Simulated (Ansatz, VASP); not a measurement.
**One calculation of LiTlSe2, two programs**

```xyz
4
Lattice="4.2639 0.0000 0.0000 0.0000 4.2639 0.0000 0.0000 0.0000 5.9802" Properties=species:S:1:pos:R:3 pbc="T T T"
Li    0.0000    0.0000    0.0000
Se    0.0000    2.1320    1.3708
Se    2.1320    0.0000    4.6095
Tl    2.1320    2.1320    2.9901
```

Alike in both runs: task single point; functional PBE; k mesh 6 × 6 × 4; occupations fermi-dirac, width 0.02 eV; no spin polarisation.

|  | VASP | Ansatz |
| --- | --- | --- |
| version | VASP 6.6.1 | Ansatz 0.2.0 |
| potentials or method | VASP PAW PBE potentials, release 64 (Li_sv, Se, Tl_d) | plane waves, PAW |
| plane-wave cutoff (eV) | 520 | 420 |
| valence electrons in the cell | 28 | 48 |

|  | VASP | Ansatz | Ansatz less VASP |
| --- | --- | --- | --- |
| rms of the force components (eV/Å) | 0.083 | 0.081 | -0.0018 |

VASP's potentials hold 28 valence electrons a cell and Ansatz's 48, so a difference there can come from the potentials and not from the codes.

Neither program's run includes spin-orbit coupling. Noted on VASP's run: the cutoff is short for stress, so the pressure is rough.
